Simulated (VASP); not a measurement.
# Be (P6_3/mmc) in VASP: further runs, part 2 of 2

VASP 6.6.1.

## 4. Single point, PBE (8.38 Å³/atom)

This run uses another cell than the first one, of 8.38 Å³/atom.

INCAR

```
ALGO = Fast ; EDIFF = 1E-7
ENCUT = 520 ; GGA = PE
ISIF = 2 ; ISMEAR = 0
LASPH = True ; LCHARG = False
LREAL = False ; LWAVE = False
NBANDS = 9 ; NELM = 100
PREC = Accurate ; SIGMA = 0.1
```

KPOINTS

```
k-points
0
Gamma
  21 21 12
```

POSCAR

```
Be
1.0
    2.3089031884      0.0000000000      0.0000000000
   -1.1544515942      1.9995688161      0.0000000000
    0.0000000000      0.0000000000      3.6291829677
Be
2
Direct
    0.3333333333      0.6666666667      0.2500000000
    0.6666666667      0.3333333333      0.7500000000
```

Potentials or basis: VASP PAW PBE potentials, release 64 (Be).

The run is started by

```
> cat potpaw_PBE.64/Be/POTCAR > POTCAR
> mpirun -np 1 vasp_std > vasp.out
```

OUTCAR:

```text
EDIFF = 1E-7
   ENCUT = 520
   GGA = PE
   ISIF = 2
   ISMEAR = 0
   LASPH = True
   LREAL = False
   NELM = 100
   PREC = Accurate

 ion  position               nearest neighbor table
   1  0.333  0.667  0.250-   2 2.25   2 2.25   2 2.25   2 2.25   2 2.25   2 2.25
   2  0.667  0.333  0.750-   1 2.25   1 2.25   1 2.25   1 2.25   1 2.25   1 2.25

  LATTYP: Found a hexagonal cell.
 ALAT       =     2.3089031884
 C/A-ratio  =     1.5718211946

  Lattice vectors:

 A1 = (   2.3089031884,   0.0000000000,   0.0000000000)
 A2 = (  -1.1544515942,   1.9995688161,   0.0000000000)
 A3 = (   0.0000000000,   0.0000000000,   3.6291829677)

Analysis of symmetry for initial positions (statically):
=====================================================================
 Subroutine PRICEL returns:
 Original cell was already a primitive cell.

 Routine SETGRP: Setting up the symmetry group for a
 hexagonal supercell.

 Subroutine GETGRP returns: Found 24 space group operations
 (whereof 12 operations were pure point group operations)
 out of a pool of 24 trial point group operations.

The static configuration has the point symmetry D_3d.
[... 164 lines left out ...]

 E-fermi :   6.5972     XC(G=0): -10.4167

 val. band max:        6.5897497127   @ k =   0.3333   0.2857   0.0833
 cond. band min:       6.6088661491   @ k =   0.3333   0.2857   0.0000
 fundamental gap:      0.0191164364
 Fermi energy:         6.5971986530

 k-point     1 :       0.0000    0.0000    0.0000
  band No.  band energies     occupation
      1      -4.4740      2.00000
      2       2.3380      2.00000
      3       7.5120      0.00000
      4      21.8070      0.00000
      5      21.8070      0.00000
      6      24.5488      0.00000
      7      24.5488      0.00000
      8      26.5569      0.00000
      9      32.7013      0.00000
[... 265 lines left out ...]
 k-point    24 :       0.1905    0.0952    0.0000
  band No.  band energies     occupation
      1      -2.6863      2.00000
      2       4.6199      2.00000
      3       7.8998      0.00000
      4      14.3681      0.00000
      5      16.5186      0.00000
      6      22.1578      0.00000
      7      22.7633      0.00000
      8      23.7284      0.00000
      9      27.4668      0.00000

 [... further k-points ...]
[... 5 lines left out ...]
  --------------------------------------------------------------------------------------
  -------------------------------------------------------------------------------------
  Total       -0.6610841     -0.6610841     -0.6611021      0.0000000      0.0000000      0.0000000
  in kB      -63.2144528    -63.2144528    -63.2161656      0.0000000      0.0000000      0.0000000
  external PRESSURE =     -63.2150237 kB  Pullay stress =       0.0000000 kB

 VOLUME and BASIS-vectors are now :
 -----------------------------------------------------------------------------
  energy-cutoff  :      520.00
  volume of cell :       16.76
      direct lattice vectors                 reciprocal lattice vectors
     2.308903188  0.000000000  0.000000000     0.433106076  0.250053910  0.000000000
    -1.154451594  1.999568816  0.000000000     0.000000000  0.500107819  0.000000000
     0.000000000  0.000000000  3.629182968     0.000000000  0.000000000  0.275544113

 POSITION                                       TOTAL-FORCE (eV/Angst)
 -----------------------------------------------------------------------------------
     -0.00000      1.33305      0.90730        -0.000000     -0.000000      0.000000
      1.15445      0.66652      2.72189         0.000000      0.000000      0.000000
 -----------------------------------------------------------------------------------
    total drift:                                0.000000     -0.000000      0.000000

  FREE ENERGIE OF THE ION-ELECTRON SYSTEM (eV)
  ---------------------------------------------------
  free  energy   TOTEN  =        -7.5116052037 eV

  energy  without entropy=       -7.5099553166  energy(sigma->0) =       -7.51078026
```

OSZICAR:

```text
N       E                     dE             d eps       ncg     rms          rms(c)
DAV:   1    -0.317577417735E+01   -0.31758E+01   -0.17434E+03  6128   0.361E+02
DAV:   2    -0.751685302509E+01   -0.43411E+01   -0.42470E+01  9173   0.518E+01
DAV:   3    -0.756646206845E+01   -0.49609E-01   -0.48934E-01  6920   0.365E+00
DAV:   4    -0.756653322530E+01   -0.71157E-04   -0.71152E-04  7646   0.149E-01
DAV:   5    -0.756653326256E+01   -0.37258E-07   -0.37100E-07  6694   0.309E-03    0.115E+00
RMM:   6    -0.752781581010E+01    0.38717E-01   -0.38511E-03  6160   0.634E-01    0.707E-01
RMM:   7    -0.751160387309E+01    0.16212E-01   -0.51271E-03  6302   0.637E-01    0.234E-02
RMM:   8    -0.751160443518E+01   -0.56209E-06   -0.29164E-04  6825   0.164E-01    0.953E-03
RMM:   9    -0.751160884899E+01   -0.44138E-05   -0.12155E-05  7098   0.215E-02    0.278E-03
RMM:  10    -0.751160581191E+01    0.30371E-05   -0.82221E-07  7056   0.557E-03    0.143E-03
RMM:  11    -0.751160513395E+01    0.67795E-06   -0.32905E-08  6237   0.137E-03    0.399E-04
RMM:  12    -0.751160520371E+01   -0.69753E-07   -0.31702E-09  5708   0.494E-04
   1 F= -.75116052E+01 E0= -.75107803E+01  d E =-.164989E-02
```

It took 29 s on 1 thread of Intel Xeon Platinum 8488C (Sapphire Rapids), shared host; peak memory 0.15 GiB.

Results:

```yaml
Free_energy: -7.5116 eV
Pressure: -6.3 GPa
Band_gap_on_the_k_mesh: zero (bands 2 and 3 overlap by 2.03 eV)
```

Caveat: the cell stands under tension.

## 5. Summary

| cell | gap on the mesh (eV) | pressure (GPa) |
| --- | --- | --- |
| a = 2.262, b = 2.262, c = 3.567 Å, angles 90.0, 90.0, 120.0°, 2 atoms | none | 0.2 |
| a = 2.286, b = 2.286, c = 3.598 Å, angles 90.0, 90.0, 120.0°, 2 atoms | none | -3.3 |
| a = 2.309, b = 2.309, c = 3.629 Å, angles 90.0, 90.0, 120.0°, 2 atoms | none | -6.3 |

Alike in all rows: task single point; level PBE; potentials or basis VASP PAW PBE potentials, release 64 (Be); no spin polarisation; k mesh 21 × 21 × 12; cutoff (eV) 520; smearing gaussian 0.1 eV.

Caveats: the cell stands under tension (at least some runs).

Absolute energies hang on the potentials; compare differences alone.

The gap in the log of VASP goes by the Fermi energy; the results here count the filled bands.